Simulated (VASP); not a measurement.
# Si (I4_1/amd) in VASP: notebook, part 2 of 2

VASP 6.6.1. The steps go on from the part before.

**4. Single point, PBE (21.43 Å³/atom)**

INCAR

```
SYSTEM = Si
PREC = Accurate
ENCUT = 520
EDIFF = 1E-6
ISMEAR = 0
SIGMA = 0.05
LREAL = .FALSE.
LASPH = .TRUE.
NELM = 80
ALGO = Normal
ISIF = 2
LWAVE = .FALSE.
LCHARG = .TRUE.
GGA = PE
LELF = .TRUE.
LVHAR = .TRUE.
NBANDS = 11
```

KPOINTS

```
regular mesh
0
G
  10 10 10
  0 0 0
```

POSCAR

```
Si
1.0
    0.0000000000      2.6143416604      3.1361642558
    2.6143416604      0.0000000000      3.1361642558
    2.6143416604      2.6143416604      0.0000000000
Si
2
Direct
    0.5000000000      0.5000000000      0.5000000000
    0.7500000000      0.7500000000      0.7500000000
```

Potentials or basis: VASP PAW PBE potentials, release 64 (Si).

Command:

```
cat potpaw_PBE.64/Si/POTCAR > POTCAR
mpirun -np 1 vasp_std > vasp.out
```

OUTCAR:

```text
SYSTEM = Si
   PREC = Accurate
   ENCUT = 520
   EDIFF = 1E-6
   ISMEAR = 0
   LREAL = .FALSE.
   LASPH = .TRUE.
   NELM = 80
   ISIF = 2
   GGA = PE

 ion  position               nearest neighbor table
   1  0.500  0.500  0.500-   2 2.42   2 2.42   2 2.42   2 2.42
   2  0.750  0.750  0.750-   1 2.42   1 2.42   1 2.42   1 2.42

  LATTYP: Found a body centered tetragonal cell.
 ALAT       =     3.6972374328
 C/A-ratio  =     1.6964905894

  Lattice vectors:

 A1 = (  -2.6143416604,   0.0000000000,   3.1361642558)
 A2 = (   2.6143416604,   0.0000000000,   3.1361642558)
 A3 = (   0.0000000000,   2.6143416604,  -3.1361642558)

Analysis of symmetry for initial positions (statically):
=====================================================================
 Subroutine PRICEL returns:
 Original cell was already a primitive cell.

 Routine SETGRP: Setting up the symmetry group for a
 body centered tetragonal supercell.

 Subroutine GETGRP returns: Found 16 space group operations
 (whereof  8 operations were pure point group operations)
 out of a pool of 16 trial point group operations.

The static configuration has the point symmetry D_2d.
 The point group associated with its full space group is D_4h.

Analysis of symmetry for dynamics (positions and initial velocities):
=====================================================================
 Subroutine PRICEL returns:
 Original cell was already a primitive cell.

 Routine SETGRP: Setting up the symmetry group for a
 body centered tetragonal supercell.

 Subroutine GETGRP returns: Found 16 space group operations
 (whereof  8 operations were pure point group operations)
 out of a pool of 16 trial point group operations.

The dynamic configuration has the point symmetry D_2d.
 The point group associated with its full space group is D_4h.

 Subroutine INISYM returns: Found 16 space group operations
 (whereof  8 operations are pure point group operations),
 and found     1 'primitive' translations

----------------------------------------------------------------------------------------

                                     Primitive cell

  volume of cell :      42.8700

  direct lattice vectors                    reciprocal lattice vectors
     0.000000000  2.614341660  3.136164256    -0.191252738  0.191252738  0.159430425
     2.614341660  0.000000000  3.136164256     0.191252738 -0.191252738  0.159430425
     2.614341660  2.614341660  0.000000000     0.191252738  0.191252738 -0.159430425

  length of vectors
     4.082928919  4.082928919  3.697237433     0.313963819  0.313963819  0.313963819

  position of ions in fractional coordinates (direct lattice)
     0.500000000  0.500000000  0.500000000
     0.750000000  0.750000000  0.750000000

  ion indices of the primitive-cell ions
   primitive index   ion index
                 1           1
                 2           2

----------------------------------------------------------------------------------------

 KPOINTS: regular mesh

Automatic generation of k-mesh.
 Grid dimensions read from file:
 generate k-points for:   10   10   10

 Generating k-lattice:

  Cartesian coordinates                     Fractional coordinates (reciprocal lattice)
    -0.019125274  0.019125274  0.015943042     0.100000000 -0.000000000  0.000000000
     0.019125274 -0.019125274  0.015943042    -0.000000000  0.100000000  0.000000000
     0.019125274  0.019125274 -0.015943042     0.000000000  0.000000000  0.100000000

[... 39 lines left out ...]
   number of dos      NEDOS =    301   number of ions     NIONS =      2
   total plane-waves  NPLWV =  25200
   dimension x,y,z NGX =    30 NGY =   30 NGZ =   28
   dimension x,y,z NGXF=    60 NGYF=   60 NGZF=   56
   ions per type =               2
   NGX,Y,Z   is equivalent  to a cutoff of  12.22, 12.22, 12.59 a.u.
   NGXF,Y,Z  is equivalent  to a cutoff of  24.43, 24.43, 25.18 a.u.
 SYSTEM =  Si
   PREC   = accura    normal or accurate (medium, high low for compatibility)
   ISTART =      0    job   : 0-new  1-cont  2-samecut
   ICHARG =      2    charge: 1-file 2-atom 10-const
   ISPIN  =      1    spin polarized calculation?
   LNONCOLLINEAR =      F non collinear calculations
   LSORBIT =      F    spin-orbit coupling
   LASPH  =      T    aspherical Exc in radial PAW
   ENCUT  =  520.0 eV  38.22 Ry    6.18 a.u.   7.59  7.59  6.87*2*pi/ulx,y,z
   NELM   =     80;   NELMIN=  2; NELMDL= -5     # of ELM steps
   EDIFF  = 0.1E-05   stopping-criterion for ELM
   LREAL  =      F    real-space projection
   EDIFFG = 0.1E-04   stopping-criterion for IOM
   NSW    =      0    number of steps for IOM
   IBRION =     -1    ionic relax: 0-MD 1-quasi-New 2-CG
   NFREE  =      0    steps in history (QN), initial steepest desc. (CG)
   ISIF   =      2    stress and relaxation
   ISYM   =      2    0-nonsym 1-usesym 2-fastsym
   POTIM  = 0.5000    time-step for ionic-motion
   TEBEG  =    0.0;   TEEND  =   0.0 temperature during run
   PSTRESS=    0.0 pullay stress
   NELECT =       8.0000    total number of electrons
   NUPDOWN=      -1.0000    fix difference up-down
   EMIN   =  10.00;   EMAX   =-10.00  energy-range for DOS
   EFERMI =   0.00;   METHOD = LEGACY
   ISMEAR =     0;   SIGMA  =   0.05  broadening in eV -4-tet -1-fermi 0-gaus
   EFERMI_NEDOS =   21; number of points for ismear=-14 and -15
   IALGO  =     38    algorithm
   IMIX   =      4    mixing-type and parameters
     AMIX     =   0.40;   BMIX     =  1.00
     AMIX_MAG =   1.60;   BMIX_MAG =  1.00
  volume/ion in A,a.u.               =      21.43       144.65
  Fermi-wavevector in a.u.,A,eV,Ry     =   0.935521  1.767879 11.907820  0.875200
  Thomas-Fermi vector in A             =   2.062437
   LORBIT       =      0    0 simple, 1 ext, 2 COOP (PROOUT), +10 PAW based schemes
   GGA     = PE    functional components
   LHFCALC =     F    Hartree Fock is set to
   AEXX    =    0.0000 exact exchange contribution
   IVDW    =     0    specifies the selected vdW correction
   LEPSILON=     F    determine dielectric tensor
   LRPA    =     F    only Hartree local field effects (RPA)
 non-spin polarized calculation
 Gauss-broadening in eV      SIGMA  =   0.05
  energy-cutoff  :      520.00
  volume of cell :       42.87
 maximum number of plane-waves:      1175
   NGX = 15   NGY = 15   NGZ = 13

 number of electron       8.0000000 magnetization

 Free energy of the ion-electron system (eV)
  ---------------------------------------------------
  ext. energy  EPLUGINS =         0.00000000
  ---------------------------------------------------
  free energy    TOTEN  =       -10.49623981 eV

  energy without entropy =      -10.49583890  energy(sigma->0) =      -10.49603935

 E-fermi :   5.6275     XC(G=0):  -9.1844

 val. band max:        5.6230684352   @ k =   0.5000   0.0000   0.5000
 cond. band min:       5.6565232823   @ k =   0.5000   0.0000   0.0000
 fundamental gap:      0.0334548471
 Fermi energy:         5.6274896584

 k-point     1 :       0.0000    0.0000    0.0000
  band No.  band energies     occupation
      1      -6.3019      2.00000
      2       4.2071      2.00000
      3       5.7321      0.00308
      4       5.7321      0.00308
      5       7.1885      0.00000
      6       7.6590      0.00000
      7       7.6590      0.00000
      8       8.2933      0.00000
      9      11.4836      0.00000
     10      12.9148      0.00000
     11      13.6639      0.00000
[... 309 lines left out ...]
 k-point    24 :       0.4000    0.3000    0.0000
  band No.  band energies     occupation
      1      -4.5975      2.00000
      2      -0.8989      2.00000
      3       3.1308      2.00000
      4       3.8217      2.00000
      5       7.3440      0.00000
      6       8.3471      0.00000
      7      11.2709      0.00000
      8      12.0007      0.00000
      9      14.0770      0.00000
     10      16.0882      0.00000
     11      16.1890      0.00000

 [... further k-points ...]

------------------------ aborting loop because EDIFF is reached ----------------------------------------

  FORCE on cell =-STRESS in cart. coord.  units (eV):
  Direction    XX          YY          ZZ          XY          YZ          ZX
  --------------------------------------------------------------------------------------
  -------------------------------------------------------------------------------------
  Total        0.7345356      0.7345356     -4.9538505      0.0000000     -0.0000000      0.0000000
  in kB       27.4517455     27.4517455   -185.1398855      0.0000000     -0.0000000      0.0000000
  external PRESSURE =     -43.4121315 kB  Pullay stress =       0.0000000 kB

 VOLUME and BASIS-vectors are now :
 -----------------------------------------------------------------------------
  energy-cutoff  :      520.00
  volume of cell :       42.87
      direct lattice vectors                 reciprocal lattice vectors
     0.000000000  2.614341660  3.136164256    -0.191252738  0.191252738  0.159430425
     2.614341660  0.000000000  3.136164256     0.191252738 -0.191252738  0.159430425
     2.614341660  2.614341660  0.000000000     0.191252738  0.191252738 -0.159430425

 POSITION                                       TOTAL-FORCE (eV/Angst)
 -----------------------------------------------------------------------------------
      2.61434      2.61434      3.13616         0.000000      0.000000     -0.000000
      3.92151      3.92151      4.70425         0.000000      0.000000      0.000000
 -----------------------------------------------------------------------------------
    total drift:                                0.000000     -0.000000     -0.000000

  FREE ENERGIE OF THE ION-ELECTRON SYSTEM (eV)
  ---------------------------------------------------
  free  energy   TOTEN  =       -10.4962398107 eV

  energy  without entropy=      -10.4958388955  energy(sigma->0) =      -10.49603935
```

OSZICAR:

```text
N       E                     dE             d eps       ncg     rms          rms(c)
DAV:   1     0.814030129091E+01    0.81403E+01   -0.32298E+03  2244   0.584E+02
DAV:   2    -0.100952184641E+02   -0.18236E+02   -0.17534E+02  2985   0.842E+01
DAV:   3    -0.106304147259E+02   -0.53520E+00   -0.53333E+00  2829   0.129E+01
DAV:   4    -0.106346968010E+02   -0.42821E-02   -0.42815E-02  2765   0.148E+00
DAV:   5    -0.106347394693E+02   -0.42668E-04   -0.42667E-04  2835   0.133E-01    0.432E+00
DAV:   6    -0.105402147378E+02    0.94525E-01   -0.50711E-02  2560   0.923E-01    0.260E+00
DAV:   7    -0.104950805165E+02    0.45134E-01   -0.10155E-01  2581   0.141E+00    0.141E-01
DAV:   8    -0.104960910403E+02   -0.10105E-02   -0.52517E-03  2561   0.385E-01    0.738E-02
DAV:   9    -0.104962186159E+02   -0.12758E-03   -0.17805E-04  2855   0.826E-02    0.603E-02
DAV:  10    -0.104962400810E+02   -0.21465E-04   -0.30267E-05  2676   0.299E-02    0.809E-03
DAV:  11    -0.104962398107E+02    0.27029E-06   -0.10571E-06  2710   0.540E-03
   1 F= -.10496240E+02 E0= -.10496039E+02  d E =-.400915E-03
```

Run time: 46 s. Hardware: 1 thread of AMD EPYC 7R13, shared host; peak memory 0.15 GiB.

Results:

```
Free energy            : -10.4962 eV
Pressure               : -4.3 GPa
Band gap on the k mesh : zero (bands 4 and 5 overlap by 0.30 eV)
```

Stress tensor (GPa, compression positive):
```
  2.75   0.00   0.00
  0.00   2.75   0.00
  0.00   0.00 -18.51
```

Levels at points of the mesh, in eV from the Fermi level:
```tsv
k point	band 1	band 2	band 3	band 4	band 5	band 6	band 7	band 8	band 9
(0.00, 0.00, 0.00)	-11.93	-1.42	0.10	0.10	1.56	2.03	2.03	2.67	5.86
(0.50, 0.00, 0.00)	-9.72	-7.08	-2.41	-0.62	0.03	3.30	3.60	7.42	9.14
(0.50, 0.50, 0.00)	-8.66	-8.66	-2.14	-2.14	1.39	1.39	8.95	8.95	9.76
(0.50, 0.00, 0.50)	-7.66	-7.66	-3.43	-3.43	0.00	0.00	7.37	7.37	9.34
```

Caveat: the cell stands under tension; semilocal functionals underestimate gaps, so a narrow gap can read as zero.

**5. The runs side by side**

| cell | gap on the mesh (eV) | pressure (GPa) |
| --- | --- | --- |
| a = 3.869, b = 3.869, c = 4.074 Å, angles 58.2, 58.2, 63.5°, 2 atoms | none | -4.1 |
| a = 3.843, b = 3.843, c = 4.174 Å, angles 57.1, 57.1, 65.8°, 2 atoms | none | -4.8 |
| a = 4.083, b = 4.083, c = 3.697 Å, angles 63.1, 63.1, 53.8°, 2 atoms | none | -4.3 |

Alike in all rows: task single point; level PBE; potentials or basis VASP PAW PBE potentials, release 64 (Si); no spin polarisation; k mesh 10 × 10 × 10; cutoff (eV) 520; smearing gaussian 0.05 eV.

Caveats: the cell stands under tension; semilocal functionals underestimate gaps, so a narrow gap can read as zero (at least some runs).

Absolute energies hang on the potentials; compare differences alone.
